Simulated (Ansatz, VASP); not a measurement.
# Si2C: VASP beside Ansatz

```
Si C
1.0
     3.20334    0.00000    0.00000
    -1.60167    2.77418    0.00000
     0.00000    0.00000    8.93018
Si C
4 2
Cartesian
  0.0000 1.8495 0.6553
  1.6017 0.9247 5.9272
  0.0000 1.8495 3.0030
  1.6017 0.9247 8.2749
  0.0000 0.0000 3.6534
  0.0000 0.0000 5.2768
```

Alike in both runs: functional PBE; k mesh 12 × 12 × 4; occupations gaussian, width 0.1 eV; no spin polarisation.

Ansatz relaxed the structure, and its values are those at the end. VASP's run is a single point on that final structure, the one shown.

|  | VASP | Ansatz |
| --- | --- | --- |
| version | VASP 6.6.1 | Ansatz 0.2.0 |
| potentials or method | VASP PAW PBE potentials, release 64 (Si, C), cutoff 520 eV | scalar-relativistic, plane waves, PAW |
| valence electrons in the cell | 24 | 24 |

Ansatz gave:

```
gap on the k mesh at the Fermi level (eV) : none
pressure (GPa)                            : 0.0
rms of the force components (eV/Å)        : 0.002
```

Question: What did VASP give for the same quantities?

Answer: gap on the k mesh at the Fermi level (eV): none; pressure (GPa): -0.1; rms of the force components (eV/Å): 0.006.

A gap of «none» marks a metal or a gap that the smearing closes.
